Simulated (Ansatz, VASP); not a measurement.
One calculation of YF, two programs

```
CELL_PARAMETERS angstrom
3.72004 0.00000 0.00000
0.00000 3.72004 0.00000
0.00000 0.00000 5.71516
ATOMIC_POSITIONS crystal
Y 0.50000 0.00000 0.73375
Y 0.00000 0.50000 0.26625
F 0.00000 0.00000 0.00000
F 0.50000 0.50000 0.00000
```

Change from the starting cell: ordered vacancies on the anion sites of fluorite (P4/nmm, No. 129).

Alike in both runs: task relaxation of cell and atoms; functional PBE; k mesh 12 × 12 × 8; occupations gaussian, width 0.1 eV; no spin polarisation.

```csv
,VASP,Ansatz
version,VASP 6.6.1,Ansatz 0.2.0
potentials or method,"VASP PAW PBE potentials, release 64 (Y_sv, F), cutoff 600 eV","scalar-relativistic, plane waves, PAW"
valence electrons in the cell,36,36
```

```csv
,VASP,Ansatz,Ansatz less VASP
"gap on the k mesh at the Fermi level, each at its own relaxed structure (eV)",none,none,-
relaxed volume (Å³/atom),19.69,19.76,+0.067
relaxed length of the cell vector where the two differ most in proportion (Å),3.706,3.712,+0.0051
```

A gap of «none» marks a metal or a gap that the smearing closes.
